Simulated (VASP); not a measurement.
Wanted: the native input for a VASP 6.6.1 run.

| Property | Result |
| --- | --- |
| Task | single point |
| Functional | PBE |
| Potentials or basis | VASP PAW PBE potentials, release 64 (Ga_d, P) |
| Cutoff | 520 eV |
| k mesh | 9 × 9 × 9 |
| Occupations | gaussian, width 0.05 eV |
| Spin | no spin polarisation |
| Dipole correction | no |
| Further INCAR settings | ALGO = Normal; EDIFF = 1e-07; NBANDS = 26 |

The structure of GaP lies in POSCAR:

```
GaP
1.0
    2.0887413136      1.2059353597      6.4308101003
   -2.0887413136      1.2059353597      6.4308101003
    0.0000000000     -2.4118707194      6.4308101003
Ga P
2 2
Direct
    0.4353720000      0.4353720000      0.4353720000
    0.5646280000      0.5646280000      0.5646280000
    0.0573890000      0.0573890000      0.0573890000
    0.9426110000      0.9426110000      0.9426110000
```

This cell differs from its parent crystal: strain +0.0750 x Voigt [1, 1, 0, 0, 0, 0].

These files were run (other wordings do the same):

INCAR

```
ALGO = Normal
EDIFF = 1E-7
ENCUT = 520
GGA = PE
ISIF = 2
ISMEAR = 0
LASPH = T
LCHARG = T
LELF = T
LREAL = F
LVHAR = T
LWAVE = F
NBANDS = 26
NELM = 80
PREC = Accurate
SIGMA = 0.05
```

KPOINTS

```
k-points
0
Gamma
  9 9 9
```

Potentials or basis: VASP PAW PBE potentials, release 64 (Ga_d, P).

The run is started by

```sh
$ cat potpaw_PBE.64/Ga_d/POTCAR potpaw_PBE.64/P/POTCAR > POTCAR
$ mpirun -np 1 vasp_std > vasp.out
```

It gave:

The pressure is -6.3 GPa and the largest force is 0.376 eV/Å. The band gap on the k mesh is 0.20 eV (least direct gap 0.26 eV).

Caveat: the cell differs from its parent crystal (strain +0.0750 x Voigt [1, 1, 0, 0, 0, 0]); the stress differs along the axes, from -9 to -1 GPa; semilocal functionals underestimate gaps, and a narrow one can read as zero.

Wall time 4.1 min on 1 thread of Intel(R) Xeon(R) 6975P-C (Granite Rapids), on a shared host, peak memory 0.5 GiB.
